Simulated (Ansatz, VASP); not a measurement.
**BaTiO3: VASP beside Ansatz**

```
Ba Ti O
1.0
     0.00000    4.00600    4.00600
     4.00600    0.00000    4.00600
     4.00600    4.00600    0.00000
Ba Ti O
2 2 6
Direct
  0.25000 0.25000 0.25000
  0.75000 0.75000 0.75000
  0.00000 0.00000 0.00000
  0.50000 0.50000 0.50000
  0.75000 0.25000 0.25000
  0.25000 0.75000 0.25000
  0.25000 0.25000 0.75000
  0.25000 0.75000 0.75000
  0.75000 0.25000 0.75000
  0.75000 0.75000 0.25000
```

Alike in both runs: task single point; functional PBE; k mesh 4 × 4 × 4; occupations gaussian, width 0.1 eV; collinear spin.

|  | VASP | Ansatz |
| --- | --- | --- |
| version | VASP 6.6.1 | Ansatz 0.2.0 |
| potentials or method | VASP PAW PBE potentials, release 64 (Ba_sv, Ti_sv, O), cutoff 600 eV | scalar-relativistic, plane waves, PAW |
| valence electrons in the cell | 80 | 80 |

VASP gave:

```
gap on the k mesh at the Fermi level (eV) : 1.74
least direct gap on the mesh (eV)         : 1.74
pressure (GPa)                            : 3.3
net moment per atom (μB)                  : 0.00
```

Task: Estimate Ansatz's values.

Result: gap on the k mesh at the Fermi level (eV): 1.80; least direct gap on the mesh (eV): 1.80; pressure (GPa): 1.7; net moment per atom (μB): 0.00.

With one functional, cell and mesh, what is left measures potentials, basis and numerics. Ansatz's warnings: seeded moment not kept.

Spin-orbit coupling is off throughout.
